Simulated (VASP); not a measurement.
KMgF3:

```
K Mg F
1.0
     3.98590    0.00000    0.00000
     0.00000    3.98590    0.00000
     0.00000    0.00000    3.98590
K Mg F
1 1 3
Direct
  0.50000 0.50000 0.50000
  0.00000 0.00000 0.00000
  0.00000 0.00000 0.50000
  0.00000 0.50000 0.00000
  0.50000 0.00000 0.00000
```

* Program: VASP 6.6.1
* Task: relaxation of cell and atoms
* Functional: LDA
* Potentials or basis: VASP PAW LDA potentials, release 64 (K_sv, Mg, F)
* Cutoff: 600 eV
* k mesh: 7 × 7 × 7
* Occupations: fermi-dirac, width 0.05 eV
* Spin: no spin polarisation

At the start: pressure -5.4 GPa; volume 12.67 Å³/atom.

Task: Where does the relaxation end?

Result: Over 3 steps the energy falls by 15.5 meV/atom and the volume is 11.80 Å³/atom (-6.8 %); space group Pm-3m (No. 221, to 0.05 Å).

Step by step:
```csv
step,energy change (eV),largest force (eV/Å),pressure (GPa),volume (Å³)
1,0.0000,0.0000,-5.36,63.33
2,-0.0763,0.0000,-0.80,59.52
3,-0.0777,0.0000,-0.02,59.00
```

Final structure:
```
K Mg F
1.0
     3.89290    0.00000    0.00000
     0.00000    3.89290    0.00000
     0.00000    0.00000    3.89290
K Mg F
1 1 3
Cartesian
  1.9465 1.9465 1.9465
  0.0000 0.0000 0.0000
  0.0000 0.0000 1.9465
  0.0000 1.9465 0.0000
  1.9465 0.0000 0.0000
```
